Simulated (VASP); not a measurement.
B6As, 14 atoms in the cell. Symmetry: R-3m, No. 166, trigonal system. Conventional cell: a = 5.897 Å, b = 5.897 Å, c = 11.320 Å, α = 90.00°, β = 90.00°, γ = 120.00°. B (site symmetry m) has 6 B at 1.68 to 1.82 Å within 2.2 Å. B (site symmetry m) has 5 B at 1.67 to 1.75 Å and 1 As at 1.91 Å within 2.2 Å. As (site symmetry 3m) has 3 B at 1.91 Å and 1 As at 2.29 Å within 2.5 Å. 

```yaml
Program: VASP 6.6.1
Task: relaxation of shape and atoms at fixed volume
Functional: r2SCAN
Potentials_or_basis: VASP PAW PBE potentials, release 64 (B, As)
Cutoff: 600 eV
k_mesh: 6 × 6 × 6
Occupations: gaussian, width 0.02 eV
Spin: no spin polarisation
Dipole_correction: no
Further_INCAR_settings: ALGO = Normal; EDIFF = 1e-06; IBRION = 2; EDIFFG = -0.01; NSW = 50; ISIF = 4
```

Potentials or basis: VASP PAW PBE potentials, release 64 (B, As).

The run is started by

```console
$ cat potpaw_PBE.64/B/POTCAR potpaw_PBE.64/As/POTCAR > POTCAR
$ cp INCAR.step1 INCAR
$ mpirun -np 1 vasp_std > vasp.out
$ cp INCAR.step2 INCAR
$ mpirun -np 1 vasp_std > vasp.out
```

Hardware: 1 thread of Oxide Virtual Turin-like Processor (shared host).

**Question.** How long does it take, and how much memory?

**Answer.** Wall time 81 min on 1 thread of Oxide Virtual Turin-like Processor, with other jobs on the host, peak memory 0.32 GiB. Counts: k points 32, ion steps 7.
